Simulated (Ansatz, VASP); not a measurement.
# Two plane-wave programs on TiO

POSCAR

```
TiO
1.0
    3.0309987015      0.0000000000      0.0000000000
   -1.5154993507      2.6249218743      0.0000000000
    0.0000000000      0.0000000000      3.2377000000
Ti O
1 1
Direct
    0.6666666667      0.3333333333      0.0000000000
    0.0000000000      0.0000000000      0.5000000000
```

INCAR.step1

```
SYSTEM = TiO
PREC     = Accurate       ! precision mode
ENCUT    = 520            ! plane-wave cutoff, eV
ISMEAR   = 0              ! smearing method
SIGMA    = 0.01           ! smearing width, eV
LREAL    = .FALSE.        ! projectors in reciprocal space
LASPH    = .TRUE.         ! aspherical terms in the spheres
NELM     = 60             ! most SCF steps
NBANDS   = 16             ! bands
GGA      = PE             ! functional
ALGO     = Normal         ! electronic algorithm
EDIFF    = 1E-4           ! SCF threshold, eV
LWAVE    = .TRUE.         ! write WAVECAR
LCHARG   = .FALSE.        ! write CHGCAR
```

The input INCAR.step2:

```
SYSTEM = TiO
PREC     = Accurate       ! precision mode
ENCUT    = 520            ! plane-wave cutoff, eV
EDIFF    = 1E-6           ! SCF threshold, eV
ISMEAR   = 0              ! smearing method
SIGMA    = 0.01           ! smearing width, eV
LREAL    = .FALSE.        ! projectors in reciprocal space
LASPH    = .TRUE.         ! aspherical terms in the spheres
NELM     = 60             ! most SCF steps
ALGO     = Normal         ! electronic algorithm
ISIF     = 2              ! what is computed and relaxed
LWAVE    = .FALSE.        ! write WAVECAR
LCHARG   = .FALSE.        ! write CHGCAR
METAGGA  = R2SCAN         ! meta-GGA
LMIXTAU  = .TRUE.       
NBANDS   = 16             ! bands
ISTART   = 1
```

File KPOINTS:

```
Automatic mesh
0
G
  3 3 2
  0 0 0
```

Input for Ansatz:

```yaml
crystal:
  lattice:
    - [3.0309987015, 0.0, 0.0]
    - [-1.5154993507, 2.6249218743, 0.0]
    - [0.0, 0.0, 3.2377]
  atoms:
    - { symbol: Ti, position: [0.6666666667, 0.3333333333, 0.0] }
    - { symbol: O, position: [0.0, 0.0, 0.5] }
basis:
  ecutwfc: 500
kpoints:
  mp_grid: { grid: [3, 3, 2] }
hamiltonian:
  xc: r2scan
scf:
  occupations: { method: gaussian, width: 0.01 }
output:
  forces: true
  stress: true
  eigenvalues: true
```

Alike in both runs: task single point; functional r2SCAN; k mesh 3 × 3 × 2; occupations gaussian, width 0.01 eV; no spin polarisation.

```csv
,VASP,Ansatz
version,VASP 6.6.1,Ansatz 0.2.0
potentials or method,"VASP PAW PBE potentials, release 64 (Ti_sv, O), cutoff 520 eV","scalar-relativistic, plane waves, PAW"
valence electrons in the cell,18,18
```

```csv
,VASP,Ansatz,Ansatz less VASP
gap on the k mesh at the Fermi level (eV),0.18,0.18,+0.002
least direct gap on the mesh (eV),0.18,0.18,+0.002
```

VASP's potentials were made for PBE, not for r2SCAN. With one functional, cell and mesh, what is left measures potentials, basis and numerics.

The k mesh is coarse, so the values compare programs but aren't converged.
